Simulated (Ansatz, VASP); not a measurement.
BAs in VASP and in Ansatz

INCAR

```
PREC = Accurate
ENCUT = 520
EDIFF = 1E-7
ISMEAR = 0
SIGMA = 0.05
LREAL = F
LASPH = T
NELM = 80
ALGO = Normal
ISIF = 2
LWAVE = F
LCHARG = F
GGA = PE
NBANDS = 11
```

KPOINTS

```
Automatic mesh
0
Gamma
  12 12 12
```

POSCAR

```
BAs
1.0
    0.0000000000      2.3876220575      2.3876220575
    2.3876220575      0.0000000000      2.3876220575
    2.3876220575      2.3876220575      0.0000000000
B As
1 1
Direct
    0.0000000000      0.0000000000      0.0000000000
    0.7500000000      0.7500000000      0.7500000000
```

Input for Ansatz:

```yaml
crystal:
  lattice:
    - [0.0, 2.3876220575, 2.3876220575]
    - [2.3876220575, 0.0, 2.3876220575]
    - [2.3876220575, 2.3876220575, 0.0]
  atoms:
    - { symbol: B, position: [0.0, 0.0, 0.0] }
    - { symbol: As, position: [0.75, 0.75, 0.75] }
basis:
  ecutwfc: 420
  ecutrho_ratio: 4
kpoints:
  mp_grid: { grid: [12, 12, 12] }
hamiltonian:
  xc: pbe
scf:
  occupations: { method: gaussian, width: 0.05 }
output:
  forces: true
  stress: true
  eigenvalues: true
```

Alike in both runs: task single point; functional PBE; k mesh 12 × 12 × 12; occupations gaussian, width 0.05 eV; no spin polarisation.

```csv
,VASP,Ansatz
version,VASP 6.6.1,Ansatz 0.2.0
potentials or method,"VASP PAW PBE potentials, release 64 (B, As), cutoff 520 eV","scalar-relativistic, plane waves, PAW"
valence electrons in the cell,8,18
```

|  | VASP | Ansatz | Ansatz less VASP |
| --- | --- | --- | --- |
| gap on the k mesh at the Fermi level (eV) | 1.18 | 1.19 | +0.009 |
| least direct gap on the mesh (eV) | 3.28 | 3.28 | +0.005 |
| pressure (GPa) | 3.6 | 2.9 | -0.66 |

VASP's potentials hold 8 valence electrons a cell and Ansatz's 18, so a difference there can come from the potentials and not from the codes.
